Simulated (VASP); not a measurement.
# KI (Pm-3m) in VASP: vibrations by perturbation theory with PBE

Aim: the vibrations by perturbation theory of KI with PBE.

Everything below comes from runs of VASP 6.6.1. Logs are shortened: lines on timing, memory, paths and dates and some standing lists are left out, and cuts for length are marked.

### Step 1. The cell of the first run

It takes space group Pm-3m (No. 221, cubic). The conventional cell has a = 4.401 Å, b = 4.401 Å, c = 4.401 Å, α = 90.00°, β = 90.00°, γ = 90.00°. K (site symmetry m-3m) has 8 I at 3.81 Å and 6 K at 4.40 Å within 5.0 Å. Within 5.0 Å of I (site symmetry m-3m) lie 8 K at 3.81 Å and 6 I at 4.40 Å.

### Step 2. Vibrations by perturbation theory, PBE

Contents of INCAR:

```
SYSTEM = KI
PREC = Accurate
ENCUT = 520
EDIFF = 1E-8
ISMEAR = 0
SIGMA = 0.01
LREAL = .False.
LASPH = .True.
NELM = 60
ALGO = Normal
ISIF = 2
LWAVE = .False.
LCHARG = .False.
GGA = PE
NBANDS = 15
IBRION = 8
NSW = 1
LEPSILON = .True.
```

Contents of KPOINTS:

```
Automatic mesh
0
Gamma
  6 6 6
  0 0 0
```

Contents of POSCAR:

```
KI
1.0
    4.4005000000      0.0000000000      0.0000000000
    0.0000000000      4.4005000000      0.0000000000
    0.0000000000      0.0000000000      4.4005000000
K I
1 1
Direct
    0.0000000000      0.0000000000      0.0000000000
    0.5000000000      0.5000000000      0.5000000000
```

Potentials or basis: VASP PAW PBE potentials, release 64 (K_sv, I).

Started as:

```sh
$ cat potpaw_PBE.64/K_sv/POTCAR potpaw_PBE.64/I/POTCAR > POTCAR
$ mpirun -np 1 vasp_std > vasp.out
```

OUTCAR:

```text
SYSTEM = KI
   PREC = Accurate
   ENCUT = 520
   EDIFF = 1E-8
   ISMEAR = 0
   LREAL = .False.
   LASPH = .True.
   NELM = 60
   ISIF = 2
   GGA = PE
   IBRION = 8
   NSW = 1
   LEPSILON = .True.

 ion  position               nearest neighbor table
   1  0.000  0.000  0.000-
   2  0.500  0.500  0.500-

  LATTYP: Found a simple cubic cell.
 ALAT       =     4.4005000000

  Lattice vectors:

 A1 = (   4.4005000000,   0.0000000000,   0.0000000000)
 A2 = (   0.0000000000,   4.4005000000,   0.0000000000)
 A3 = (   0.0000000000,   0.0000000000,   4.4005000000)

Analysis of symmetry for initial positions (statically):
=====================================================================
 Subroutine PRICEL returns:
 Original cell was already a primitive cell.

 Routine SETGRP: Setting up the symmetry group for a
 simple cubic supercell.

 Subroutine GETGRP returns: Found 48 space group operations
 (whereof 48 operations were pure point group operations)
 out of a pool of 48 trial point group operations.

The static configuration has the point symmetry O_h .

Analysis of symmetry for dynamics (positions and initial velocities):
=====================================================================
 Subroutine PRICEL returns:
 Original cell was already a primitive cell.

 Routine SETGRP: Setting up the symmetry group for a
 simple cubic supercell.

 Subroutine GETGRP returns: Found 48 space group operations
 (whereof 48 operations were pure point group operations)
 out of a pool of 48 trial point group operations.

The dynamic configuration has the point symmetry O_h .

 Subroutine INISYM returns: Found 48 space group operations
 (whereof 48 operations are pure point group operations),
 and found     1 'primitive' translations

----------------------------------------------------------------------------------------

                                     Primitive cell

  volume of cell :      85.2130

  direct lattice vectors                    reciprocal lattice vectors
     4.400500000  0.000000000  0.000000000     0.227246904  0.000000000  0.000000000
     0.000000000  4.400500000  0.000000000     0.000000000  0.227246904  0.000000000
     0.000000000  0.000000000  4.400500000     0.000000000  0.000000000  0.227246904

  length of vectors
     4.400500000  4.400500000  4.400500000     0.227246904  0.227246904  0.227246904

  position of ions in fractional coordinates (direct lattice)
     0.000000000  0.000000000  0.000000000
     0.500000000  0.500000000  0.500000000

  ion indices of the primitive-cell ions
   primitive index   ion index
                 1           1
                 2           2

----------------------------------------------------------------------------------------

 KPOINTS: Automatic mesh

Automatic generation of k-mesh.
 Grid dimensions read from file:
 generate k-points for:    6    6    6

 Generating k-lattice:

  Cartesian coordinates                     Fractional coordinates (reciprocal lattice)
     0.037874484  0.000000000  0.000000000     0.166666667  0.000000000  0.000000000
     0.000000000  0.037874484  0.000000000     0.000000000  0.166666667  0.000000000
     0.000000000  0.000000000  0.037874484     0.000000000  0.000000000  0.166666667

  Length of vectors
     0.037874484  0.037874484  0.037874484

  Shift w.r.t. Gamma in fractional coordinates (k-lattice)
     0.000000000  0.000000000  0.000000000

 Subroutine IBZKPT returns following result:
 ===========================================

 Found     20 irreducible k-points:

 Following reciprocal coordinates:
            Coordinates               Weight
[... 458 lines left out ...]
  energy-cutoff  :      520.00
  volume of cell :       85.21
      direct lattice vectors                 reciprocal lattice vectors
     4.400500000  0.000000000  0.000000000     0.227246904  0.000000000  0.000000000
     0.000000000  4.400500000  0.000000000     0.000000000  0.227246904  0.000000000
     0.000000000  0.000000000  4.400500000     0.000000000  0.000000000  0.227246904

 POSITION                                       TOTAL-FORCE (eV/Angst)
 -----------------------------------------------------------------------------------
      0.00000      0.00000      0.00000         0.000000      0.000000      0.000000
      2.20025      2.20025      2.20025         0.000000      0.000000      0.000000
 -----------------------------------------------------------------------------------
    total drift:                                0.000000      0.000000      0.000000

  FREE ENERGIE OF THE ION-ELECTRON SYSTEM (eV)
  ---------------------------------------------------
  free  energy   TOTEN  =        -5.4214058312 eV

  energy  without entropy=       -5.4214058312  energy(sigma->0) =       -5.42140583

 HEAD OF MICROSCOPIC STATIC DIELECTRIC TENSOR (INDEPENDENT PARTICLE, excluding Hartree and local field effects)
 ------------------------------------------------------
           3.516571     0.000000     0.000000
           0.000000     3.516571     0.000000
           0.000000    -0.000000     3.516571
 ------------------------------------------------------

 Free energy of the ion-electron system (eV)
  ---------------------------------------------------
  ---------------------------------------------------
  free energy    TOTEN  =        -0.59051480 eV

  energy without entropy =       -0.59051480

------------------------ aborting loop because EDIFF is reached ----------------------------------------

--------------------------------------- Ionic step        2  -------------------------------------------

------------------------ aborting loop because EDIFF is reached ----------------------------------------

--------------------------------------- Ionic step        3  -------------------------------------------

------------------------ aborting loop because EDIFF is reached ----------------------------------------

 PIEZOELECTRIC TENSOR FIELD DIRECTION 3  (e Angst)
 -----------------------------------------------------------------------------
    -0.00033  0.00000  0.00000           (  0.00000  0.00000  0.00000)
     0.00000 -0.00033  0.00000           (  0.00000  0.00000  0.00000)
     0.00000  0.00000 -0.00084           (  0.00000  0.00000  0.00004)

 PIEZOELECTRIC TENSOR FIELD DIRECTION 3  (C/m^2)
 -----------------------------------------------------------------------------
    -0.00006  0.00000  0.00000
     0.00000 -0.00006  0.00000
     0.00000  0.00000 -0.00016

--------------------------------------- Ionic step        4  -------------------------------------------

------------------------ aborting loop because EDIFF is reached ----------------------------------------

[... ionic steps 5 to 6 ...]

--------------------------------------- Ionic step        7  -------------------------------------------

 Free energy of the ion-electron system (eV)
  ---------------------------------------------------
  ---------------------------------------------------
  free energy    TOTEN  =        -0.08589052 eV

  energy without entropy =       -0.08589052

------------------------ aborting loop because EDIFF is reached ----------------------------------------

 INTERNAL STRAIN TENSOR  FOR ION    2  DIRECTION 1   (eV/Angst):
 -----------------------------------------------------------------------------
     0.00509  0.00000  0.00000
     0.00000  0.00485  0.00000
    -0.00000  0.00000  0.00485

 MACROSCOPIC STATIC DIELECTRIC TENSOR (including local field effects in DFT)
 ------------------------------------------------------
           3.151995    -0.000000    -0.000000
          -0.000000     3.151995    -0.000000
           0.000000    -0.000000     3.151995
 ------------------------------------------------------

 PIEZOELECTRIC TENSOR (including local field effects)  for field in x, y, z        (e  Angst)
          XX          YY          ZZ          XY          YZ          ZX
  --------------------------------------------------------------------------------
  x     0.00000     0.00000     0.00000     0.00000     0.00000     0.00000
  y     0.00000     0.00000     0.00000     0.00000     0.00000     0.00000
  z     0.00000     0.00000     0.00000     0.00000     0.00000     0.00000

 PIEZOELECTRIC TENSOR (including local field effects)  for field in x, y, z        (C/m^2)
          XX          YY          ZZ          XY          YZ          ZX
  --------------------------------------------------------------------------------
  x     0.00000     0.00000     0.00000     0.00000     0.00000     0.00000
  y     0.00000     0.00000     0.00000     0.00000     0.00000     0.00000
  z     0.00000     0.00000     0.00000     0.00000     0.00000     0.00000

 BORN EFFECTIVE CHARGES (including local field effects) (in |e|, cummulative output)
 ---------------------------------------------------------------------------------
 ion    1
    1     1.27271     0.00000     0.00000
    2    -0.00000     1.27271     0.00000
    3    -0.00000    -0.00000     1.27271
 ion    2
    1    -1.27271    -0.00000    -0.00000
    2     0.00000    -1.27271    -0.00000
    3     0.00000     0.00000    -1.27271

 INTERNAL STRAIN TENSOR FOR ION    2 for displacements in x,y,z  (eV/Angst):
          X           Y           Z          XY          YZ          ZX
  --------------------------------------------------------------------------------
  x     0.00000     0.00000     0.00000     0.00000     0.00000     0.00000
  y     0.00000     0.00000     0.00000     0.00000     0.00000     0.00000
  z     0.00000     0.00000     0.00000     0.00000     0.00000     0.00000

 SECOND DERIVATIVES (NOT SYMMETRIZED)
 ------------------------------------
               1X          1Y          1Z          2X          2Y          2Z
  1X    -0.319785   -0.000000    0.000000    0.319785    0.000000   -0.000000
  1Y    -0.000000   -0.319785    0.000000    0.000000    0.319785   -0.000000
  1Z    -0.000000   -0.000000   -0.319785    0.000000    0.000000    0.319785
  2X     0.314647    0.000000    0.000000   -0.314647   -0.000000   -0.000000
  2Y     0.000000    0.314647    0.000000   -0.000000   -0.314647   -0.000000
  2Z     0.000000    0.000000    0.314647   -0.000000   -0.000000   -0.314647

 Eigenvectors and eigenvalues of the dynamical matrix
 ----------------------------------------------------

   1 f  =    1.613991 THz    10.141003 2PiTHz   53.836936 cm-1     6.674926 meV
             X         Y         Z           dx          dy          dz
      0.000000  0.000000  0.000000    -0.875997   -0.000000    0.000000
      2.200250  2.200250  2.200250     0.482317   -0.000000    0.000000
[... 21 lines left out ...]
   6 f/i=    0.005523 THz     0.034702 2PiTHz    0.184226 cm-1     0.022841 meV
             X         Y         Z           dx          dy          dz
      0.000000  0.000000  0.000000    -0.000000   -0.000000   -0.482317
      2.200250  2.200250  2.200250     0.000000    0.000000   -0.875997

--------------------------------------------------------------------------------------------------------

 MACROSCOPIC STATIC DIELECTRIC TENSOR IONIC CONTRIBUTION
 ------------------------------------------------------
          10.842945     0.000000    -0.000000
           0.000000    10.842945     0.000000
          -0.000000     0.000000    10.842945
 ------------------------------------------------------

 ELASTIC MODULI CONTR FROM IONIC RELAXATION (kBar)
 Direction    XX          YY          ZZ          XY          YZ          ZX
 --------------------------------------------------------------------------------
 XX           0.0000      0.0000      0.0000      0.0000      0.0000      0.0000
 YY           0.0000      0.0000      0.0000      0.0000      0.0000      0.0000
 ZZ           0.0000      0.0000      0.0000      0.0000      0.0000      0.0000
 XY           0.0000      0.0000      0.0000      0.0000      0.0000      0.0000
 YZ           0.0000      0.0000      0.0000      0.0000      0.0000      0.0000
 ZX           0.0000      0.0000      0.0000      0.0000      0.0000      0.0000
 --------------------------------------------------------------------------------

 PIEZOELECTRIC TENSOR IONIC CONTR  for field in x, y, z        (C/m^2)
          XX          YY          ZZ          XY          YZ          ZX
  --------------------------------------------------------------------------------
  x     0.00000     0.00000     0.00000     0.00000     0.00000     0.00000
  y     0.00000     0.00000     0.00000     0.00000     0.00000     0.00000
  z     0.00000     0.00000     0.00000     0.00000     0.00000     0.00000
```

Run time: 18 min. Hardware: 1 thread of Intel Xeon 8259CL, shared host; peak memory 0.33 GiB.

What came out:

```
Electronic dielectric tensor (diagonal)                 : 3.15
Born charges (mean of the diagonal)                     : K +1.27; I -1.27 e
Highest phonon frequency at Γ, LO-TO splitting left out : 54 cm⁻¹
```

Phonon frequencies in cm⁻¹ (negative: imaginary):
```
              q point     frequencies
(0.000, 0.000, 0.000)  0 0 0 54 54 54
```

Electronic dielectric tensor:
```
3.15 0.00 0.00
0.00 3.15 0.00
0.00 0.00 3.15
```

Born effective charge tensors (e):
atom 1, K
```
1.27 0.00 0.00
0.00 1.27 0.00
0.00 0.00 1.27
```
atom 2, I
```
-1.27  0.00  0.00
 0.00 -1.27  0.00
 0.00  0.00 -1.27
```

Caveat: spin-orbit coupling is left out, which moves the levels of the heavy elements.
